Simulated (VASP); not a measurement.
Al3H, 4 atoms in the cell. The cell holds a slab with vacuum, 4 atoms: a = 2.857 Å, b = 2.857 Å, c = 19.675 Å, α = 90.00°, β = 90.00°, γ = 90.00°. 

```yaml
Program: VASP 6.6.1
Task: relaxation of the atoms
Functional: PBE
Potentials_or_basis: VASP PAW PBE potentials, release 64 (Al, H)
Cutoff: 520 eV
k_mesh: 9 × 9 × 1
Occupations: gaussian, width 0.1 eV
Spin: no spin polarisation
Dipole_correction: yes
Atoms_held_fixed_from_0: "[0, 1, 2]"
Further_INCAR_settings: ALGO = Fast; EDIFF = 1e-06; IBRION = 2; EDIFFG = -0.025; NSW = 36
Atoms_held_along_some_axes_from_0: atom 3 along a and b
```

Potentials or basis: VASP PAW PBE potentials, release 64 (Al, H).

The run is started by

```bash
$ cat potpaw_PBE.64/Al/POTCAR potpaw_PBE.64/H/POTCAR > POTCAR
$ mpirun -np 1 vasp_std > vasp.out
```

Hardware: 1 thread of Oxide Virtual Turin-like Processor (shared host).

How long does it take, and how much memory?

Wall time 3.6 min on 1 thread of Oxide Virtual Turin-like Processor, on a shared host, peak memory 0.26 GiB. Counts: scf iterations 54, k points 25, ion steps 4.
